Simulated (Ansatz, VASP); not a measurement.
**Two plane-wave programs on Al**

POSCAR

```
Al
1.0
    0.0000000000      1.9430208000      1.8620616000
    1.9430208000      0.0000000000      1.8620616000
    1.9430208000      1.9430208000      0.0000000000
Al
1
Direct
    0.0000000000      0.0000000000      0.0000000000
```

The input INCAR.step1:

```
  PREC = Accurate
  ENCUT = 520
  ISMEAR = 0
  SIGMA = 0.15
  LREAL = False
  LASPH = True
  NELM = 80
  NBANDS = 8
  GGA = PE
  ALGO = Normal
  EDIFF = 1E-4
  LWAVE = True
  LCHARG = False
```

The input INCAR.step2:

```
  PREC = Accurate
  ENCUT = 520
  EDIFF = 1E-7
  ISMEAR = 0
  SIGMA = 0.15
  LREAL = False
  LASPH = True
  NELM = 80
  ALGO = Normal
  ISIF = 2
  LWAVE = False
  LCHARG = False
  METAGGA = R2SCAN
  LMIXTAU = True
  NBANDS = 8
  ISTART = 1
```

The input KPOINTS:

```
regular mesh
0
Gamma
  20 20 20
```

Input for Ansatz:

```yaml
crystal:
  lattice:
    - [0.0, 1.9430208, 1.8620616]
    - [1.9430208, 0.0, 1.8620616]
    - [1.9430208, 1.9430208, 0.0]
  atoms:
    - { symbol: Al, position: [0.0, 0.0, 0.0] }
basis:
  ecutwfc: 500
kpoints:
  mp_grid: { grid: [20, 20, 20] }
hamiltonian:
  xc: r2scan
scf:
  occupations: { method: gaussian, width: 0.15 }
output:
  forces: true
  stress: true
  eigenvalues: true
```

Change from the starting cell: strain -0.040 along x and y, -0.080 along z, atoms carried along.

Alike in both runs: task single point; functional r2SCAN; k mesh 20 × 20 × 20; occupations gaussian, width 0.15 eV; no spin polarisation.

|  | VASP | Ansatz |
| --- | --- | --- |
| version | VASP 6.6.1 | Ansatz 0.2.0 |
| potentials or method | VASP PAW PBE potentials, release 64 (Al), cutoff 520 eV | scalar-relativistic, plane waves, PAW |
| valence electrons in the cell | 3 | 3 |

```tsv
	VASP	Ansatz	Ansatz less VASP
gap on the k mesh at the Fermi level (eV)	none	none	-
pressure (GPa)	14.7	15.2	+0.45
traceless stress, the component that is largest in VASP (GPa)	3.35	3.35	+0.001
```

VASP's potentials were made for PBE, not for r2SCAN. A gap of «none» marks a metal or a gap that the smearing closes.
